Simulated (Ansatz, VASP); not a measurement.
**PbS in VASP and in Ansatz**

```
CELL_PARAMETERS angstrom
0.00000 2.96575 2.96575
2.96575 0.00000 2.96575
2.96575 2.96575 0.00000
ATOMIC_POSITIONS crystal
Pb 0.00000 0.00000 0.00000
S 0.50000 0.50000 0.50000
```

Alike in both runs: functional r2SCAN0; k mesh 4 × 4 × 4; occupations fermi-dirac, width 0.05 eV; no spin polarisation.

|  | VASP | Ansatz |
| --- | --- | --- |
| version | VASP 6.6.1 | Ansatz 0.2.0 |
| potentials or method | VASP PAW PBE potentials, release 64 (Pb_d, S) | Ansatz PAW |
| plane-wave cutoff (eV) | 520 | 500 |
| valence electrons in the cell | 20 | 20 |
| task | single point | band structure |

|  | VASP | Ansatz | Ansatz less VASP |
| --- | --- | --- | --- |
| gap on the k mesh at the Fermi level (eV) | 1.66 | 1.60 | -0.065 |
| least direct gap on the mesh (eV) | 1.66 | 1.60 | -0.065 |
| pressure (GPa) | 0.7 | 1.0 | +0.24 |

VASP's potentials were made for PBE, not for r2SCAN0.

The k mesh is coarse, so the values compare programs but aren't converged. Spin-orbit coupling is off throughout.
